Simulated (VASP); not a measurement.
Set up this calculation in VASP 6.6.1, as the native input.

```
Task                   : single point
Functional             : PBE
Potentials or basis    : VASP PAW PBE potentials, release 64 (Na_pv, Ti_sv, Cd, C, N)
Cutoff                 : 520 eV
k mesh                 : 4 × 4 × 4
Occupations            : gaussian, width 0.1 eV
Spin                   : collinear spin
Starting moments       : [0.0, 0.0, 1.0, 0.0, 0.0, 0.0, 0.0, 0.0, 0.0, 0.0, 0.0, 0.0, 0.0, 0.0, 0.0, 0.0] μB
Dipole correction      : no
Further INCAR settings : LREAL = Auto; ALGO = Normal; EDIFF = 1e-07; NBANDS = 64
```

The structure of Na2TiCdC6N6 lies in POSCAR:

```
Na2TiCdC6N6
1.0
    0.0000000000      5.2010000000      5.2010000000
    5.2010000000      0.0000000000      5.2010000000
    5.2010000000      5.2010000000      0.0000000000
Na Ti Cd C N
2 1 1 6 6
Direct
    0.2500000000      0.2500000000      0.2500000000
    0.7500000000      0.7500000000      0.7500000000
    0.5000000000      0.5000000000      0.5000000000
    0.0000000000      0.0000000000      0.0000000000
    0.8076331500      0.1923668500      0.1923668500
    0.1923668500      0.8076331500      0.1923668500
    0.1923668500      0.1923668500      0.8076331500
    0.1923668500      0.8076331500      0.8076331500
    0.8076331500      0.1923668500      0.8076331500
    0.8076331500      0.8076331500      0.1923668500
    0.6951547800      0.3048452200      0.3048452200
    0.3048452200      0.6951547800      0.3048452200
    0.3048452200      0.3048452200      0.6951547800
    0.3048452200      0.6951547800      0.6951547800
    0.6951547800      0.3048452200      0.6951547800
    0.6951547800      0.6951547800      0.3048452200
```

One way to write it, as run:

INCAR

```
PREC = Accurate
ENCUT = 520
EDIFF = 1E-7
ISMEAR = 0
SIGMA = 0.1
LREAL = Auto
LASPH = T
NELM = 150
ALGO = Normal
ISIF = 2
LWAVE = F
LCHARG = F
ISPIN = 2
MAGMOM = 0 0 1 0 0 0 0 0 0 0 0 0 0 0 0 0
LORBIT = 11
LMAXMIX = 4
GGA = PE
NBANDS = 64
```

KPOINTS

```
Automatic mesh
0
Gamma
  4 4 4
```

Potentials or basis: VASP PAW PBE potentials, release 64 (Na_pv, Ti_sv, Cd, C, N).

Command:

```bash
$ cat potpaw_PBE.64/Na_pv/POTCAR potpaw_PBE.64/Ti_sv/POTCAR potpaw_PBE.64/Cd/POTCAR potpaw_PBE.64/C/POTCAR potpaw_PBE.64/N/POTCAR > POTCAR
$ mpirun -np 1 vasp_std > vasp.out
```

It gave:

```
Pressure                                              : 18.4 GPa
Largest force                                         : 4.258 eV/Å
Band gap on the k mesh                                : zero (filled and empty bands overlap)
Net moment                                            : 2.00 μB per cell
Site moments                                          : Na +0.00; Ti +1.05; Cd +0.02; C +0.06; N -0.02 μB
Valence electrons inside the program's atomic spheres : Na 5.96; Ti 10.40; Cd 11.13; C 2.64; N 3.93
```

Caveat: the cell stands under pressure; forces of over 1 eV/Å act on the atoms, so gaps and moduli don't describe the material at rest.

Run time: 18 min on 1 thread of AMD EPYC 7R13 Processor (Zen 3), with other jobs on the host, peak memory 0.64 GiB.
